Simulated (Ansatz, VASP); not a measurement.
Two plane-wave programs on H

```
CELL_PARAMETERS angstrom
-1.84337 1.84337 2.31942
1.84337 -1.84337 2.31942
1.84337 1.84337 -2.31942
ATOMIC_POSITIONS crystal
H 0.91908 0.91908 0.00000
H 0.08092 0.08092 0.00000
```

Alike in both runs: functional PBE; k mesh 8 × 8 × 8; occupations gaussian, width 0.02 eV; no spin polarisation.

Ansatz relaxed the structure, and its values are those at the end. VASP's run is a single point on that final structure, the one shown.

|  | VASP | Ansatz |
| --- | --- | --- |
| version | VASP 6.6.1 | Ansatz 0.2.0 |
| potentials or method | VASP PAW PBE potentials, release 64 (H), cutoff 520 eV | scalar-relativistic, plane waves, PAW |
| valence electrons in the cell | 2 | 2 |

```csv
,VASP,Ansatz,Ansatz less VASP
gap on the k mesh at the Fermi level (eV),9.30,9.30,-0.001
least direct gap on the mesh (eV),9.76,9.76,-0.001
pressure (GPa),-0.2,0.0,+0.16
rms of the force components (eV/Å),0.006,0.001,-0.0055
```

With one functional, cell and mesh, what is left measures potentials, basis and numerics.
